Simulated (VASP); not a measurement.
# CdS (F-43m) in VASP: a series of runs

Aim: see how the results for CdS move with the level of theory and the settings. Levels: TB-mBJ, PBEsol, PBE. Tasks: band structure, vibrations by perturbation theory, elastic constants.

All numbers are computed with VASP 6.6.1; they aren't measurements. Logs are shortened: lines on timing, memory, paths and dates and some standing lists are left out, and cuts for length are marked.

## (1) The cell of the first run

The structure is cubic, space group F-43m (No. 216). The conventional cell has a = 5.833 Å, b = 5.833 Å, c = 5.833 Å, α = 90.00°, β = 90.00°, γ = 90.00°. Cd (site symmetry -43m) has 4 S at 2.53 Å within 3.3 Å. Within 3.3 Å of S (site symmetry -43m) lie 4 Cd at 2.53 Å.

## (2) Band structure, TB-mBJ

File POSCAR:

```
CdS
1.0
    0.0000000000      2.9165000000      2.9165000000
    2.9165000000      0.0000000000      2.9165000000
    2.9165000000      2.9165000000      0.0000000000
Cd S
1 1
Direct
    0.0000000000      0.0000000000      0.0000000000
    0.7500000000      0.7500000000      0.7500000000
```

File INCAR.step1:

```
SYSTEM = CdS
ISMEAR = 0
SIGMA = 0.03
LWAVE = .True.
LCHARG = .False.
NBANDS = 31
PREC = Accurate
LASPH = .True.
LREAL = .False.
ALGO = Normal
EDIFF = 1E-5
NELM = 120
GGA_COMPAT = .False.
ENCUT = 550
EFERMI = MIDGAP
GGA = PE
```

File INCAR.step2:

```
SYSTEM = CdS
METAGGA = MBJ
ISMEAR = 0
SIGMA = 0.03
LWAVE = .False.
LCHARG = .False.
NBANDS = 31
PREC = Accurate
LASPH = .True.
LREAL = .False.
ALGO = Normal
EDIFF = 1E-6
NELM = 120
GGA_COMPAT = .False.
ENCUT = 550
EFERMI = MIDGAP
LMIXTAU = .True.
ISTART = 1
```

File KPOINTS:

```
Automatic mesh
0
Gamma
  10 10 10
  0 0 0
```

File KPOINTS_OPT:

```
path GXWKGLUWLK,UX
32
line-mode
reciprocal
 0.0000000000  0.0000000000  0.0000000000  G
 0.5000000000  0.0000000000  0.5000000000  X

 0.5000000000  0.0000000000  0.5000000000  X
 0.5000000000  0.2500000000  0.7500000000  W

 0.5000000000  0.2500000000  0.7500000000  W
 0.3750000000  0.3750000000  0.7500000000  K

 0.3750000000  0.3750000000  0.7500000000  K
 0.0000000000  0.0000000000  0.0000000000  G

 0.0000000000  0.0000000000  0.0000000000  G
 0.5000000000  0.5000000000  0.5000000000  L

 0.5000000000  0.5000000000  0.5000000000  L
 0.6250000000  0.2500000000  0.6250000000  U

 0.6250000000  0.2500000000  0.6250000000  U
 0.5000000000  0.2500000000  0.7500000000  W

 0.5000000000  0.2500000000  0.7500000000  W
 0.5000000000  0.5000000000  0.5000000000  L

 0.5000000000  0.5000000000  0.5000000000  L
 0.3750000000  0.3750000000  0.7500000000  K

 0.6250000000  0.2500000000  0.6250000000  U
 0.5000000000  0.0000000000  0.5000000000  X
```

Potentials or basis: VASP PAW PBE potentials, release 64 (Cd, S).

On the command line:

```sh
$ cat potpaw_PBE.64/Cd/POTCAR potpaw_PBE.64/S/POTCAR > POTCAR
$ cp INCAR.step1 INCAR
$ mpirun -np 1 vasp_std > vasp.out
$ cp INCAR.step2 INCAR
$ mpirun -np 1 vasp_std > vasp.out
```

OUTCAR:

```text
SYSTEM = CdS
   METAGGA = MBJ
   ISMEAR = 0
   PREC = Accurate
   LASPH = .True.
   LREAL = .False.
   EDIFF = 1E-6
   NELM = 120
   ENCUT = 550
   EFERMI = MIDGAP
   ISTART = 1

 ion  position               nearest neighbor table
   1  0.000  0.000  0.000-   2 2.53   2 2.53   2 2.53   2 2.53
   2  0.750  0.750  0.750-   1 2.53   1 2.53   1 2.53   1 2.53

  LATTYP: Found a face centered cubic cell.
 ALAT       =     5.8330000000

  Lattice vectors:

 A1 = (   0.0000000000,   2.9165000000,   2.9165000000)
 A2 = (   2.9165000000,   0.0000000000,   2.9165000000)
 A3 = (   2.9165000000,   2.9165000000,   0.0000000000)

Analysis of symmetry for initial positions (statically):
=====================================================================
 Subroutine PRICEL returns:
 Original cell was already a primitive cell.

 Routine SETGRP: Setting up the symmetry group for a
 face centered cubic supercell.

 Subroutine GETGRP returns: Found 24 space group operations
 (whereof 24 operations were pure point group operations)
 out of a pool of 48 trial point group operations.

The static configuration has the point symmetry T_d .

Analysis of symmetry for dynamics (positions and initial velocities):
=====================================================================
 Subroutine PRICEL returns:
 Original cell was already a primitive cell.

 Routine SETGRP: Setting up the symmetry group for a
 face centered cubic supercell.

 Subroutine GETGRP returns: Found 24 space group operations
 (whereof 24 operations were pure point group operations)
 out of a pool of 48 trial point group operations.

The dynamic configuration has the point symmetry T_d .

 Subroutine INISYM returns: Found 24 space group operations
 (whereof 24 operations are pure point group operations),
 and found     1 'primitive' translations

----------------------------------------------------------------------------------------

                                     Primitive cell

  volume of cell :      49.6153

  direct lattice vectors                    reciprocal lattice vectors
     0.000000000  2.916500000  2.916500000    -0.171438368  0.171438368  0.171438368
     2.916500000  0.000000000  2.916500000     0.171438368 -0.171438368  0.171438368
     2.916500000  2.916500000  0.000000000     0.171438368  0.171438368 -0.171438368

  length of vectors
     4.124553855  4.124553855  4.124553855     0.296939964  0.296939964  0.296939964

  position of ions in fractional coordinates (direct lattice)
     0.000000000  0.000000000  0.000000000
     0.750000000  0.750000000  0.750000000

  ion indices of the primitive-cell ions
[... 79 lines left out ...]
   IBRION =     -1    ionic relax: 0-MD 1-quasi-New 2-CG
   NFREE  =      0    steps in history (QN), initial steepest desc. (CG)
   ISIF   =      2    stress and relaxation
   ISYM   =      2    0-nonsym 1-usesym 2-fastsym
   POTIM  = 0.5000    time-step for ionic-motion
   TEBEG  =    0.0;   TEEND  =   0.0 temperature during run

   SCALEE = 1.0000    scale energy and forces
   PSTRESS=    0.0 pullay stress
   NELECT =      18.0000    total number of electrons
   NUPDOWN=      -1.0000    fix difference up-down
   EMIN   =  10.00;   EMAX   =-10.00  energy-range for DOS
   EFERMI =   0.00;   METHOD = MIDGAP
   ISMEAR =     0;   SIGMA  =   0.03  broadening in eV -4-tet -1-fermi 0-gaus
   EFERMI_NEDOS =   21; number of points for ismear=-14 and -15
   IALGO  =     38    algorithm
   IMIX   =      4    mixing-type and parameters
     AMIX     =   0.40;   BMIX     =  1.00
     AMIX_MAG =   1.60;   BMIX_MAG =  1.00
  volume/ion in A,a.u.               =      24.81       167.41
  Fermi-wavevector in a.u.,A,eV,Ry     =   1.167599  2.206442 18.548649  1.363287
  Thomas-Fermi vector in A             =   2.304097
   LORBIT       =      0    0 simple, 1 ext, 2 COOP (PROOUT), +10 PAW based schemes
   METAGGA = MBJ    functional components
   LHFCALC =     F    Hartree Fock is set to
   AEXX    =    0.0000 exact exchange contribution

     CMBJ =    1.0000
   IVDW    =     0    specifies the selected vdW correction
   LEPSILON=     F    determine dielectric tensor
   LRPA    =     F    only Hartree local field effects (RPA)

   CSHIFT  =0.1000    complex shift for real part using Kramers Kronig

   OMEGAMAX=  -1.0    maximum frequency
 non-spin polarized calculation
 Gauss-broadening in eV      SIGMA  =   0.03
  energy-cutoff  :      550.00
  volume of cell :       49.62
 maximum number of plane-waves:      1470
   NGX = 15   NGY = 15   NGZ = 15

 number of electron      18.0000005 magnetization

 Free energy of the ion-electron system (eV)
  ---------------------------------------------------
  ext. energy  EPLUGINS =         0.00000000
  ---------------------------------------------------
  free energy    TOTEN  =       301.46267467 eV

  energy without entropy =      301.46267467  energy(sigma->0) =      301.46267467

 E-fermi :   2.8528     XC(G=0):  -8.0036

 val. band max:        1.5322691221   @ k =   0.0000   0.0000   0.0000
 cond. band min:       4.1732619292   @ k =   0.0000   0.0000   0.0000
 fundamental gap:      2.6409928071
 Fermi energy:         2.8527655257

 k-point     1 :       0.0000    0.0000    0.0000
  band No.  band energies     occupation
      1     -10.7104      2.00000
      2      -5.9714      2.00000
      3      -5.9714      2.00000
      4      -5.9714      2.00000
      5      -5.4566      2.00000
      6      -5.4566      2.00000
[... 565 lines left out ...]
     20      20.5181      0.00000
     21      20.7639      0.00000

 [... further k-points ...]

 [bands above 21 left out]

------------------------ aborting loop because EDIFF is reached ----------------------------------------

  FORCE on cell =-STRESS in cart. coord.  units (eV):
  Direction    XX          YY          ZZ          XY          YZ          ZX
  --------------------------------------------------------------------------------------
  -------------------------------------------------------------------------------------
  Total      -38.2502985    -38.2502985    -38.2502985     -0.0000000     -0.0000000      0.0000000
  in kB    -1235.1777887  -1235.1777887  -1235.1777887     -0.0000000     -0.0000000      0.0000000
  external PRESSURE =   -1235.1777887 kB  Pullay stress =       0.0000000 kB

 VOLUME and BASIS-vectors are now :
 -----------------------------------------------------------------------------
  energy-cutoff  :      550.00
  volume of cell :       49.62
      direct lattice vectors                 reciprocal lattice vectors
     0.000000000  2.916500000  2.916500000    -0.171438368  0.171438368  0.171438368
     2.916500000  0.000000000  2.916500000     0.171438368 -0.171438368  0.171438368
     2.916500000  2.916500000  0.000000000     0.171438368  0.171438368 -0.171438368

 POSITION                                       TOTAL-FORCE (eV/Angst)
 -----------------------------------------------------------------------------------
      0.00000      0.00000      0.00000        -0.000000     -0.000000     -0.000000
      4.37475      4.37475      4.37475         0.000000      0.000000      0.000000
 -----------------------------------------------------------------------------------
    total drift:                               -0.000000     -0.000000     -0.000000

  FREE ENERGIE OF THE ION-ELECTRON SYSTEM (eV)
  ---------------------------------------------------
  free  energy   TOTEN  =       301.4626746698 eV

  energy  without entropy=      301.4626746698  energy(sigma->0) =      301.46267467

    CMBJ =    1.2954
```

OSZICAR.step1:

```text
N       E                     dE             d eps       ncg     rms          rms(c)
DAV:   1     0.136890310007E+03    0.13689E+03   -0.82514E+03  3050   0.553E+02
DAV:   2    -0.225459338271E-01   -0.13691E+03   -0.11888E+03  3383   0.170E+02
DAV:   3    -0.663329167621E+01   -0.66107E+01   -0.65487E+01  3589   0.394E+01
DAV:   4    -0.666537162375E+01   -0.32080E-01   -0.32075E-01  3286   0.279E+00
DAV:   5    -0.666554737646E+01   -0.17575E-03   -0.17575E-03  3494   0.190E-01    0.811E+00
DAV:   6    -0.614243243444E+01    0.52311E+00   -0.26501E-01  3652   0.597E+00    0.658E+00
DAV:   7    -0.612095835102E+01    0.21474E-01   -0.12259E-01  3470   0.139E+00    0.314E+00
DAV:   8    -0.612117137651E+01   -0.21303E-03   -0.12828E-02  3321   0.798E-01    0.303E-01
DAV:   9    -0.612126143612E+01   -0.90060E-04   -0.84344E-04  3402   0.283E-01    0.805E-02
DAV:  10    -0.612134691680E+01   -0.85481E-04   -0.13399E-04  3357   0.772E-02    0.640E-02
DAV:  11    -0.612142093569E+01   -0.74019E-04   -0.88360E-05  3229   0.370E-02    0.252E-02
DAV:  12    -0.612142087661E+01    0.59079E-07   -0.12363E-06  2805   0.452E-03
   1 F= -.61214209E+01 E0= -.61214209E+01  d E =-.258658-163
```

Run time: 2.4 min. Hardware: 1 thread of Intel Xeon 6975P-C (Granite Rapids), shared host; peak memory 0.24 GiB.

Results:

```
Band gap on the k mesh  : 2.64 eV
Band gap along the path : 2.64 eV
```

Levels at the corners of the path, in eV from the valence-band top:
```csv
point,band 5,band 6,band 7,band 8,band 9,band 10,band 11,band 12,band 13,band 14
Γ,-6.99,-6.99,0.00,0.00,0.00,2.64,7.69,7.69,7.69,12.04
X,-6.91,-6.56,-3.45,-1.67,-1.67,4.80,5.49,10.43,12.17,12.17
X,-6.91,-6.56,-3.45,-1.67,-1.67,4.80,5.49,10.43,12.17,12.17
W,-6.98,-6.42,-3.39,-1.95,-1.93,6.47,6.51,8.47,9.10,12.51
W,-6.98,-6.42,-3.39,-1.95,-1.93,6.47,6.51,8.47,9.10,12.51
K,-6.95,-6.46,-3.42,-2.21,-1.36,5.44,6.52,9.57,10.09,10.95
K,-6.95,-6.46,-3.42,-2.21,-1.36,5.44,6.52,9.57,10.09,10.95
Γ,-6.99,-6.99,0.00,0.00,0.00,2.64,7.69,7.69,7.69,12.04
Γ,-6.99,-6.99,0.00,0.00,0.00,2.64,7.69,7.69,7.69,12.04
L,-6.96,-6.64,-3.87,-0.67,-0.67,4.35,8.04,8.04,8.73,12.55
L,-6.96,-6.64,-3.87,-0.67,-0.67,4.35,8.04,8.04,8.73,12.55
U,-6.95,-6.46,-3.42,-2.21,-1.36,5.44,6.52,9.57,10.09,10.95
U,-6.95,-6.46,-3.42,-2.21,-1.36,5.44,6.52,9.57,10.09,10.95
W,-6.98,-6.42,-3.39,-1.95,-1.93,6.47,6.51,8.47,9.10,12.51
W,-6.98,-6.42,-3.39,-1.95,-1.93,6.47,6.51,8.47,9.10,12.51
L,-6.96,-6.64,-3.87,-0.67,-0.67,4.35,8.04,8.04,8.73,12.55
L,-6.96,-6.64,-3.87,-0.67,-0.67,4.35,8.04,8.04,8.73,12.55
K,-6.95,-6.46,-3.42,-2.21,-1.36,5.44,6.52,9.57,10.09,10.95
U,-6.95,-6.46,-3.42,-2.21,-1.36,5.44,6.52,9.57,10.09,10.95
X,-6.91,-6.56,-3.45,-1.67,-1.67,4.80,5.49,10.43,12.17,12.17
```

## (3) Vibrations by perturbation theory, PBEsol

File INCAR:

```
ALGO = Normal ; EDIFF = 1E-8
ENCUT = 520 ; GGA = PS
IBRION = 8 ; ISIF = 2
ISMEAR = 0 ; LASPH = True
LCHARG = False ; LEPSILON = True
LREAL = False ; LWAVE = False
NBANDS = 16 ; NELM = 80
NSW = 1 ; PREC = Accurate
SIGMA = 0.01
```

File KPOINTS:

```
k-points
0
Gamma
  6 6 6
```

POSCAR is that of step 2.

Potentials or basis: VASP PAW PBE potentials, release 64 (Cd, S).

On the command line:

```sh
$ cat potpaw_PBE.64/Cd/POTCAR potpaw_PBE.64/S/POTCAR > POTCAR
$ mpirun -np 1 vasp_std > vasp.out
```

OUTCAR:

```text
EDIFF = 1E-8
   ENCUT = 520
   GGA = PS
   IBRION = 8
   ISIF = 2
   ISMEAR = 0
   LASPH = True
   LEPSILON = True
   LREAL = False
   NELM = 80
   NSW = 1
   PREC = Accurate

 ion  position               nearest neighbor table
   1  0.000  0.000  0.000-   2 2.53   2 2.53   2 2.53   2 2.53
   2  0.750  0.750  0.750-   1 2.53   1 2.53   1 2.53   1 2.53

  LATTYP: Found a face centered cubic cell.
 ALAT       =     5.8330000000

[... 621 lines left out ...]
      4.374750  4.374750  4.374750     0.881611    0.000000    0.000000
[... 21 lines left out ...]
   6 f/i=    0.006895 THz     0.043320 2PiTHz    0.229979 cm-1     0.028514 meV
             X         Y         Z           dx          dy          dz
      0.000000  0.000000  0.000000     0.000000    0.000000    0.881611
      4.374750  4.374750  4.374750     0.000000    0.000000    0.471977

--------------------------------------------------------------------------------------------------------

 MACROSCOPIC STATIC DIELECTRIC TENSOR IONIC CONTRIBUTION
 ------------------------------------------------------
           3.820683    -0.000000     0.000000
          -0.000000     3.820683    -0.000000
           0.000000    -0.000000     3.820683
 ------------------------------------------------------

 ELASTIC MODULI CONTR FROM IONIC RELAXATION (kBar)
 Direction    XX          YY          ZZ          XY          YZ          ZX
 --------------------------------------------------------------------------------
 XX          -0.0000     -0.0000      0.0000     -0.0000      0.0000      0.0000
 YY          -0.0000     -0.0000     -0.0000     -0.0000     -0.0000      0.0000
 ZZ           0.0000     -0.0000     -0.0000      0.0000     -0.0000      0.0000
 XY          -0.0000     -0.0000      0.0000   -267.9500     -0.0000      0.0000
 YZ           0.0000     -0.0000     -0.0000     -0.0000   -267.9500      0.0000
 ZX           0.0000      0.0000      0.0000      0.0000      0.0000   -267.9500
 --------------------------------------------------------------------------------

 PIEZOELECTRIC TENSOR IONIC CONTR  for field in x, y, z        (C/m^2)
          XX          YY          ZZ          XY          YZ          ZX
  --------------------------------------------------------------------------------
  x     0.00000    -0.00000    -0.00000    -0.00000    -0.95207     0.00000
  y     0.00000     0.00000     0.00000     0.00000     0.00000    -0.95207
  z    -0.00000    -0.00000     0.00000    -0.95207    -0.00000     0.00000
```

OSZICAR:

```text
N       E                     dE             d eps       ncg     rms          rms(c)
DAV:   1     0.109802137893E+03    0.10980E+03   -0.90005E+03   520   0.102E+03
DAV:   2    -0.307577916379E+01   -0.11288E+03   -0.10669E+03   616   0.256E+02
DAV:   3    -0.728559769133E+01   -0.42098E+01   -0.42022E+01   672   0.516E+01
DAV:   4    -0.731146547730E+01   -0.25868E-01   -0.25866E-01   584   0.390E+00
[... 166 lines left out ...]
RMM:   8    -0.107003644517E+00    0.14497E-05    0.75510E-09  2527   0.217E-04    0.160E-04
RMM:   9    -0.107003500132E+00    0.14438E-06   -0.99257E-09  2470   0.153E-04    0.232E-05
RMM:  10    -0.107003700321E+00   -0.20019E-06   -0.18118E-09  2564   0.322E-05    0.284E-05
RMM:  11    -0.107003646994E+00    0.53327E-07   -0.70849E-09  2371   0.140E-05    0.549E-06
RMM:  12    -0.107003655700E+00   -0.87057E-08   -0.22824E-08  2198   0.253E-06    0.194E-06
 Linear response finished
```

stdout:

```text
POSCAR found type information on POSCAR CdS
 POSCAR found :  2 types and       2 ions
 scaLAPACK will be used
 -----------------------------------------------------------------------------
|                                                                             |
|                                                                             |
[... 39 lines left out ...]
 first order change of Fermi-energy  -0.21413E-04
 force on displaced ion       1 direction 1 :  -5.044   0.000   0.000
 Born effective charge ion    1 direction 1 :   2.240   0.000   0.000
 Linear response progress:
 first order change of Fermi-energy   0.40371E-03
 force on displaced ion       2 direction 1 :  -5.020  -0.000  -0.000
 Born effective charge ion    2 direction 1 :  -2.352   0.000   0.000
 Born effective charges drift removed
 Linear response finished
```

Wall time 4 min (1 thread of Intel Xeon Platinum 8488C (Sapphire Rapids), shared host); peak memory 0.26 GiB.

Results:

- Electronic dielectric tensor (diagonal): 8.21
- Born charges (mean of the diagonal): Cd +2.30; S -2.30 e
- Highest phonon frequency at Γ, LO-TO splitting left out: 234 cm⁻¹

Phonon frequencies in cm⁻¹ (negative: imaginary):
| q point | frequencies |
| --- | --- |
| (0.000, 0.000, 0.000) | 0 0 0 234 234 234 |

Electronic dielectric tensor:
```
8.21 0.00 0.00
0.00 8.21 0.00
0.00 0.00 8.21
```

Born effective charge tensors (e):
atom 1, Cd
```
2.30 0.00 0.00
0.00 2.30 0.00
0.00 0.00 2.30
```
atom 2, S
```
-2.30  0.00  0.00
 0.00 -2.30  0.00
 0.00  0.00 -2.30
```

Caveat: the PAW data sets were made with another functional, which shifts forces and pressure a little.

(Part 1 of 2 ends here.)
